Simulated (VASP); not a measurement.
Wanted: the native input for a VASP 6.6.1 run.

| Item | Value |
| --- | --- |
| Task | single point |
| Functional | PBE |
| Potentials or basis | VASP PAW PBE potentials, release 64 (Pb_d, Te) |
| Cutoff | 520 eV |
| k mesh | 12 × 12 × 12 |
| Occupations | fermi-dirac, width 0.05 eV |
| Spin | no spin polarisation |
| Dipole correction | no |
| Further INCAR settings | ALGO = Normal; EDIFF = 1e-06; NBANDS = 17 |

The structure of TePb (zincblende type) lies in POSCAR:

```
TePb
1.0
    0.0000000000      3.2254449544      3.2254449544
    3.2254449544      0.0000000000      3.2254449544
    3.2254449544      3.2254449544      0.0000000000
Pb Te
1 1
Direct
    0.0000000000      0.0000000000      0.0000000000
    0.2500000000      0.2500000000      0.2500000000
```

The input as run:

INCAR

```
PREC = Accurate ; ENCUT = 520
EDIFF = 1E-6 ; ISMEAR = -1
SIGMA = 0.05 ; LREAL = F
LASPH = T ; NELM = 80
ALGO = Normal ; ISIF = 2
LWAVE = F ; LCHARG = F
GGA = PE ; NBANDS = 17
```

KPOINTS

```
regular mesh
0
Gamma
  12 12 12
```

Potentials or basis: VASP PAW PBE potentials, release 64 (Pb_d, Te).

Run with:

```console
$ cat potpaw_PBE.64/Pb_d/POTCAR potpaw_PBE.64/Te/POTCAR > POTCAR
$ mpirun -np 1 vasp_std > vasp.out
```

It gave:

```yaml
Pressure: 20.4 GPa
Band_gap_on_the_k_mesh: zero (bands 10 and 11 overlap by 0.66 eV)
```

Caveat: the cell stands under pressure; semilocal functionals underestimate gaps, so a narrow gap can read as zero; spin-orbit coupling is left out, which moves the levels of the heavy elements.

It took 100 s on 1 thread of Intel Xeon 8259CL, with other jobs on the host, peak memory 0.25 GiB.
